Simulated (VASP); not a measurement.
A run of VASP 6.6.1 is set up as follows.

Contents of INCAR:

```
SYSTEM = B
PREC = Accurate
ENCUT = 520
EDIFF = 1E-6
ISMEAR = 0
SIGMA = 0.1
LREAL = .FALSE.
LASPH = .TRUE.
NELM = 80
ALGO = Normal
ISIF = 2
LWAVE = .FALSE.
LCHARG = .TRUE.
GGA = PE
LELF = .TRUE.
LVHAR = .TRUE.
NBANDS = 18
```

File KPOINTS:

```
regular mesh
0
G
  12 12 12
  0 0 0
```

POSCAR

```
B
1.0
    4.1770212734      0.0000000000      0.0000000000
   -2.0885106367      3.6174065349      0.0000000000
    0.0000000000      0.0000000000      3.1509580864
B
6
Direct
    0.0000000000      0.4223726191      0.3333333333
    0.0000000000      0.5776273809      0.8333333333
    0.4223726191      0.0000000000      0.0000000000
    0.4223726191      0.4223726191      0.1666666667
    0.5776273809      0.0000000000      0.5000000000
    0.5776273809      0.5776273809      0.6666666667
```

Potentials or basis: VASP PAW PBE potentials, release 64 (B).

Run with:

```sh
$ cat potpaw_PBE.64/B/POTCAR > POTCAR
$ mpirun -np 1 vasp_std > vasp.out
```

**Question.** Predict the pressure.

**Answer.** 0.0 GPa.

**Question.** What does it give for the band gap on the k mesh?

**Answer.** Zero (band 9 reaches 6.50 eV, above the bottom of band 10 at 2.80 eV).

Stress tensor (GPa, compression positive):
```
-0.09  0.00  0.00
 0.00 -0.09  0.00
 0.00  0.00  0.13
```
